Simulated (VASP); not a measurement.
# CsH (P4mm) in VASP: further runs, part 2 of 3

VASP 6.6.1. Earlier steps stand in the parts before.

## Step 3: Single point, LDA (all H atoms moved +0.375 Å, as atom 2 along Cartesian [0 0 1])

Input file INCAR:

```
SYSTEM = CsH
PREC = Accurate ; ENCUT = 520
EDIFF = 1E-7 ; ISMEAR = 0
SIGMA = 0.05 ; LREAL = .False.
LASPH = .True. ; NELM = 60
ALGO = Normal ; ISIF = 2
LWAVE = .False. ; LCHARG = .True.
LELF = .True. ; LVHAR = .True.
NBANDS = 12
```

Input file KPOINTS:

```
regular mesh
0
Gamma
  8 8 8
  0 0 0
```

Input file POSCAR:

```
CsH
1.0
    3.8184085400      0.0000000000      0.0000000000
    0.0000000000      3.8184085400      0.0000000000
    0.0000000000      0.0000000000      3.8184085400
Cs H
1 1
Direct
    0.0000000000      0.0000000000      0.0000000000
    0.5000000000      0.5000000000      0.5982084541
```

Potentials or basis: VASP PAW LDA potentials, release 64 (Cs_sv, H).

Run with:

```bash
$ cat potpaw_LDA.64/Cs_sv/POTCAR potpaw_LDA.64/H/POTCAR > POTCAR
$ mpirun -np 1 vasp_std > vasp.out
```

OUTCAR:

```text
SYSTEM = CsH
   PREC = Accurate
   ENCUT = 520
   EDIFF = 1E-7
   ISMEAR = 0
   LREAL = .False.
   LASPH = .True.
   NELM = 60
   ISIF = 2

 ion  position               nearest neighbor table
   1  0.000  0.000  0.000-
   2  0.500  0.500  0.598-

  LATTYP: Found a simple cubic cell.
 ALAT       =     3.8184085400

  Lattice vectors:

 A1 = (   3.8184085400,   0.0000000000,   0.0000000000)
 A2 = (   0.0000000000,   3.8184085400,   0.0000000000)
 A3 = (   0.0000000000,   0.0000000000,   3.8184085400)

Analysis of symmetry for initial positions (statically):
=====================================================================
 Subroutine PRICEL returns:
 Original cell was already a primitive cell.

 Routine SETGRP: Setting up the symmetry group for a
 simple cubic supercell.

 Subroutine GETGRP returns: Found  8 space group operations
 (whereof  8 operations were pure point group operations)
 out of a pool of 48 trial point group operations.

The static configuration has the point symmetry C_4v.

Analysis of symmetry for dynamics (positions and initial velocities):
=====================================================================
 Subroutine PRICEL returns:
 Original cell was already a primitive cell.

 Routine SETGRP: Setting up the symmetry group for a
 simple cubic supercell.

 Subroutine GETGRP returns: Found  8 space group operations
 (whereof  8 operations were pure point group operations)
 out of a pool of 48 trial point group operations.

The dynamic configuration has the point symmetry C_4v.

 Subroutine INISYM returns: Found  8 space group operations
 (whereof  8 operations are pure point group operations),
 and found     1 'primitive' translations

----------------------------------------------------------------------------------------

                                     Primitive cell

  volume of cell :      55.6733

  direct lattice vectors                    reciprocal lattice vectors
     3.818408540  0.000000000  0.000000000     0.261889211  0.000000000  0.000000000
[... 115 lines left out ...]
   LEPSILON=     F    determine dielectric tensor
   LRPA    =     F    only Hartree local field effects (RPA)
 non-spin polarized calculation
 Gauss-broadening in eV      SIGMA  =   0.05
  energy-cutoff  :      520.00
  volume of cell :       55.67
 maximum number of plane-waves:      1516
   NGX = 15   NGY = 15   NGZ = 15

 number of electron      10.0000002 magnetization

 Free energy of the ion-electron system (eV)
  ---------------------------------------------------
  ext. energy  EPLUGINS =         0.00000000
  ---------------------------------------------------
  free energy    TOTEN  =        -4.88326762 eV

  energy without entropy =       -4.88326762  energy(sigma->0) =       -4.88326762

 E-fermi :   0.7566     XC(G=0):  -8.1733

 val. band max:        0.4547729681   @ k =   0.5000   0.5000   0.5000
 cond. band min:       2.9546116392   @ k =   0.5000   0.0000   0.0000
 fundamental gap:      2.4998386711
 Fermi energy:         0.7566406735

 k-point     1 :       0.0000    0.0000    0.0000
  band No.  band energies     occupation
      1     -21.1784      2.00000
      2      -7.2636      2.00000
      3      -7.2337      2.00000
      4      -7.2337      2.00000
      5      -1.4409      2.00000
      6       3.6847      0.00000
      7       3.7456      0.00000
      8       7.4009      0.00000
      9       9.9234      0.00000
     10       9.9234      0.00000
     11       9.9710      0.00000
     12      10.8380      0.00000
[... 331 lines left out ...]
 k-point    24 :       0.0000    0.3750    0.2500
  band No.  band energies     occupation
      1     -20.9667      2.00000
      2      -8.4748      2.00000
      3      -7.9009      2.00000
      4      -7.0226      2.00000
      5      -0.0980      2.00000
      6       3.9156      0.00000
      7       5.8582      0.00000
      8       6.0945      0.00000
      9       7.1772      0.00000
     10       8.4278      0.00000
     11       8.9792      0.00000
     12      10.5462      0.00000

 [... further k-points ...]

------------------------ aborting loop because EDIFF is reached ----------------------------------------

  FORCE on cell =-STRESS in cart. coord.  units (eV):
  Direction    XX          YY          ZZ          XY          YZ          ZX
  --------------------------------------------------------------------------------------
  -------------------------------------------------------------------------------------
  Total       -0.5492713     -0.5492713     -0.4890119      0.0000000     -0.0000000      0.0000000
  in kB      -15.8070314    -15.8070314    -14.0728751      0.0000000     -0.0000000      0.0000000
  external PRESSURE =     -15.2289793 kB  Pullay stress =       0.0000000 kB

 VOLUME and BASIS-vectors are now :
 -----------------------------------------------------------------------------
  energy-cutoff  :      520.00
  volume of cell :       55.67
      direct lattice vectors                 reciprocal lattice vectors
     3.818408540  0.000000000  0.000000000     0.261889211  0.000000000  0.000000000
     0.000000000  3.818408540  0.000000000     0.000000000  0.261889211  0.000000000
     0.000000000  0.000000000  3.818408540     0.000000000  0.000000000  0.261889211

 POSITION                                       TOTAL-FORCE (eV/Angst)
 -----------------------------------------------------------------------------------
      0.00000      0.00000      0.00000         0.000000     -0.000000      0.124671
      1.90920      1.90920      2.28420        -0.000000      0.000000     -0.124671
 -----------------------------------------------------------------------------------
    total drift:                                0.000000     -0.000000      0.000017

  FREE ENERGIE OF THE ION-ELECTRON SYSTEM (eV)
  ---------------------------------------------------
  free  energy   TOTEN  =        -4.8832676153 eV

  energy  without entropy=       -4.8832676153  energy(sigma->0) =       -4.88326762
```

OSZICAR:

```text
N       E                     dE             d eps       ncg     rms          rms(c)
DAV:   1     0.409714550998E+02    0.40971E+02   -0.43513E+03  1800   0.705E+02
DAV:   2    -0.239768184503E+01   -0.43369E+02   -0.41368E+02  2232   0.116E+02
DAV:   3    -0.557801522606E+01   -0.31803E+01   -0.31745E+01  2260   0.321E+01
DAV:   4    -0.560013265606E+01   -0.22117E-01   -0.22116E-01  2044   0.313E+00
DAV:   5    -0.560021405194E+01   -0.81396E-04   -0.81396E-04  2280   0.199E-01    0.332E+00
DAV:   6    -0.500929379358E+01    0.59092E+00   -0.60883E-01  2036   0.277E+00    0.133E+00
DAV:   7    -0.488005364754E+01    0.12924E+00   -0.50562E-01  2084   0.238E+00    0.497E-01
DAV:   8    -0.488633091096E+01   -0.62773E-02   -0.46500E-02  2004   0.855E-01    0.207E-01
DAV:   9    -0.488323650870E+01    0.30944E-02   -0.61900E-03  2072   0.288E-01    0.352E-02
DAV:  10    -0.488326862608E+01   -0.32117E-04   -0.76309E-04  2108   0.107E-01    0.212E-02
DAV:  11    -0.488326816499E+01    0.46110E-06   -0.23824E-05  2072   0.184E-02    0.756E-03
DAV:  12    -0.488326785003E+01    0.31496E-06   -0.50513E-06  2120   0.825E-03    0.473E-03
DAV:  13    -0.488326761442E+01    0.23561E-06   -0.76573E-07  2084   0.390E-03    0.942E-04
DAV:  14    -0.488326761531E+01   -0.88721E-09   -0.42557E-08  1180   0.107E-03
   1 F= -.48832676E+01 E0= -.48832676E+01  d E =-.815773E-20
```

stdout:

```text
POSCAR found type information on POSCAR CsH
 POSCAR found :  2 types and       2 ions
 scaLAPACK will be used
 LDA part: xc-table for (Slater(with rela. corr.)+CA(PZ))
 , standard interpolation
 POSCAR, INCAR and KPOINTS ok, starting setup
 FFT: planning ... GRIDC
 FFT: planning ... GRID_SOFT
 FFT: planning ... GRID
 WAVECAR not read
 entering main loop
```

Wall time 20 s (1 thread of AMD EPYC 9R45 (Zen 5), shared host); peak memory 0.14 GiB.

What came out:

```
Free energy            : -4.8833 eV
Pressure               : -1.5 GPa
Largest force          : 0.125 eV/Å
Band gap on the k mesh : 2.50 eV, indirect (least direct gap 2.53 eV)
```

Forces on the atoms (eV/Å):
```
Cs   0.000  0.000  0.125
H    0.000  0.000 -0.125
```

Levels at points of the mesh, in eV from the valence-band top:
| k point | band 3 | band 4 | band 5 | band 6 | band 7 | band 8 |
| --- | --- | --- | --- | --- | --- | --- |
| (0.00, 0.00, 0.00) | -7.69 | -7.69 | -1.90 | 3.23 | 3.29 | 6.95 |
| (0.50, 0.00, 0.00) | -7.55 | -7.53 | -0.03 | 2.50 | 4.07 | 6.03 |
| (0.00, 0.00, 0.50) | -7.53 | -7.53 | -0.17 | 2.66 | 4.09 | 6.09 |
| (0.50, 0.50, 0.00) | -8.93 | -7.41 | -1.19 | 4.30 | 6.62 | 6.75 |
| (0.00, 0.50, 0.50) | -8.95 | -7.38 | -1.05 | 4.31 | 5.44 | 6.79 |
| (0.50, 0.50, 0.50) | -8.70 | -8.70 | 0.00 | 2.67 | 2.67 | 2.99 |

Caveat: the cell differs from its parent crystal (all H atoms moved +0.375 Å, as atom 2 along Cartesian [0 0 1]); spin-orbit coupling is left out, which moves the levels of the heavy elements. A k mesh can miss the band edges.

## Step 4: Single point, LDA (all H atoms moved -0.250 Å, as atom 2 along Cartesian [0 0 1])

Input file INCAR:

```
SYSTEM = CsH
PREC = Accurate
ENCUT = 520
EDIFF = 1E-7
ISMEAR = 0
SIGMA = 0.05
LREAL = .FALSE.
LASPH = .TRUE.
NELM = 60
ALGO = Normal
ISIF = 2
LWAVE = .FALSE.
LCHARG = .FALSE.
NBANDS = 12
```

Input file KPOINTS:

```
Automatic mesh
0
G
  8 8 8
  0 0 0
```

POSCAR, as its differences from that of step 3:

```diff
@@ -9,2 +9,2 @@
     0.0000000000      0.0000000000      0.0000000000
-    0.5000000000      0.5000000000      0.5982084541
+    0.5000000000      0.5000000000      0.4345276972
```

Potentials or basis: VASP PAW LDA potentials, release 64 (Cs_sv, H).

Run with:

```bash
$ cat potpaw_LDA.64/Cs_sv/POTCAR potpaw_LDA.64/H/POTCAR > POTCAR
$ mpirun -np 1 vasp_std > vasp.out
```

OUTCAR:

```text
SYSTEM = CsH
   PREC = Accurate
   ENCUT = 520
   EDIFF = 1E-7
   ISMEAR = 0
   LREAL = .FALSE.
   LASPH = .TRUE.
   NELM = 60
   ISIF = 2

 ion  position               nearest neighbor table
   1  0.000  0.000  0.000-
   2  0.500  0.500  0.435-

  LATTYP: Found a simple cubic cell.
 ALAT       =     3.8184085400

  Lattice vectors:

 A1 = (   3.8184085400,   0.0000000000,   0.0000000000)
 A2 = (   0.0000000000,   3.8184085400,   0.0000000000)
 A3 = (   0.0000000000,   0.0000000000,   3.8184085400)
[... 543 lines left out ...]

------------------------ aborting loop because EDIFF is reached ----------------------------------------

  FORCE on cell =-STRESS in cart. coord.  units (eV):
  Direction    XX          YY          ZZ          XY          YZ          ZX
  --------------------------------------------------------------------------------------
  -------------------------------------------------------------------------------------
  Total       -0.6103100     -0.6103100     -0.5792301      0.0000000      0.0000000      0.0000000
  in kB      -17.5636132    -17.5636132    -16.6691921      0.0000000      0.0000000      0.0000000
  external PRESSURE =     -17.2654728 kB  Pullay stress =       0.0000000 kB

 VOLUME and BASIS-vectors are now :
 -----------------------------------------------------------------------------
  energy-cutoff  :      520.00
  volume of cell :       55.67
      direct lattice vectors                 reciprocal lattice vectors
     3.818408540  0.000000000  0.000000000     0.261889211  0.000000000  0.000000000
     0.000000000  3.818408540  0.000000000     0.000000000  0.261889211  0.000000000
     0.000000000  0.000000000  3.818408540     0.000000000  0.000000000  0.261889211

 POSITION                                       TOTAL-FORCE (eV/Angst)
 -----------------------------------------------------------------------------------
      0.00000      0.00000      0.00000         0.000000     -0.000000     -0.078738
      1.90920      1.90920      1.65920         0.000000      0.000000      0.078738
 -----------------------------------------------------------------------------------
    total drift:                                0.000000     -0.000000      0.000033

  FREE ENERGIE OF THE ION-ELECTRON SYSTEM (eV)
  ---------------------------------------------------
  free  energy   TOTEN  =        -4.8959175217 eV

  energy  without entropy=       -4.8959175217  energy(sigma->0) =       -4.89591752
```

It took 20 s on 1 thread of AMD EPYC 9R45 (Zen 5), shared host; peak memory 0.14 GiB.

What came out:

| Item | Value |
| --- | --- |
| Free energy | -4.8959 eV |
| Pressure | -1.7 GPa |
| Largest force | 0.079 eV/Å |
| Band gap on the k mesh | 2.38 eV, indirect (least direct gap 2.54 eV) |

Forces in eV/Å, atoms in the order of the input:
```
Cs   0.000  0.000 -0.079
H    0.000  0.000  0.079
```

Levels at points of the mesh, in eV from the valence-band top:
```
           k point  band 1  band 2  band 3  band 4  band 5  band 6  band 7  band 8  band 9  band 10
(0.00, 0.00, 0.00)  -21.76   -7.83   -7.82   -7.82   -2.02    3.14    3.17    6.94    9.37     9.37
(0.50, 0.00, 0.00)  -21.60   -9.39   -7.67   -7.66   -0.16    2.38    3.95    5.94    5.97     9.36
(0.00, 0.00, 0.50)  -21.60   -9.40   -7.66   -7.66   -0.22    2.45    3.97    5.97    5.97     9.42
(0.50, 0.50, 0.00)  -21.45   -9.06   -9.06   -7.52   -1.27    4.19    6.39    6.63    6.63     6.92
(0.00, 0.50, 0.50)  -21.45   -9.07   -9.07   -7.51   -1.21    4.20    5.68    6.65    6.90     6.90
(0.50, 0.50, 0.50)  -21.30   -8.84   -8.83   -8.83    0.00    2.55    2.55    2.70   11.34    11.34
```

Caveat: the cell differs from its parent crystal (all H atoms moved -0.250 Å, as atom 2 along Cartesian [0 0 1]); spin-orbit coupling is left out, which moves the levels of the heavy elements.

(Continued in part 3 of 3.)
